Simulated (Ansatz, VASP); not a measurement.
**C: VASP beside Ansatz**

Contents of INCAR:

```
ALGO = Normal ; EDIFF = 1E-7
ENCUT = 520 ; GGA = PS
ISIF = 2 ; ISMEAR = -1
LASPH = T ; LCHARG = T
LELF = T ; LREAL = F
LVHAR = T ; LWAVE = F
NBANDS = 16 ; NELM = 100
PREC = Accurate ; SIGMA = 0.05
```

File KPOINTS:

```
k-points
0
Gamma
  14 14 4
```

The input POSCAR:

```
C
1.0
    2.4913039830      0.0000000000      0.0000000000
   -1.2456519915      2.1575325378      0.0000000000
    0.0000000000      0.0000000000      7.2705972696
C
4
Direct
    1.0000000000      1.0000000000      0.2500000000
    0.0000000000      0.0000000000      0.7500000000
    0.3333333333      0.6666666667      0.2500000000
    0.6666666667      0.3333333333      0.7500000000
```

Input for Ansatz:

```yaml
crystal:
  lattice:
    - [2.4913040393, 0.0, 0.0]
    - [-1.2456520197, 2.1575325866, 0.0]
    - [0.0, 0.0, 7.2705997141]
  atoms:
    - { symbol: C, position: [0.0, 0.0, 0.25] }
    - { symbol: C, position: [1.0, 1.0, 0.75] }
    - { symbol: C, position: [0.3333333333, 0.6666666667, 0.25] }
    - { symbol: C, position: [0.6666666667, 0.3333333333, 0.75] }
hamiltonian:
  xc: pbesol
  pseudopotentials:
    kind: paw
    azcp:
      C: "pseudopotentials/C.paw.azcp"
basis:
  ecutwfc: 420
  fft_grid_basis: typed
kpoints:
  mp_grid: { grid: [14, 14, 4], shift: [0, 0, 0] }
magnetization:
  spin_polarized: false
scf:
  occupations: { method: fermi_dirac, width: 0.05 }
output:
  stress: true
```

Alike in both runs: task single point; functional PBEsol; k mesh 14 × 14 × 4; occupations fermi-dirac, width 0.05 eV; no spin polarisation.

```csv
,VASP,Ansatz
version,VASP 6.6.1,Ansatz 0.2.0
potentials or method,"VASP PAW PBE potentials, release 64 (C), cutoff 520 eV","plane waves (420 eV) with PAW, scalar-relativistic"
valence electrons in the cell,16,16
```

VASP gave:

| Quantity | Value |
| --- | --- |
| pressure (GPa) | -9.0 |
| traceless stress, the component that is largest in VASP (GPa) | 8.99 |

**Question.** Estimate Ansatz's values.

**Answer.** Pressure (GPa): -9.6; traceless stress, the component that is largest in VASP (GPa): 9.64.

VASP's potentials were made for PBE, not for PBEsol, and Ansatz warns of the same on its side.
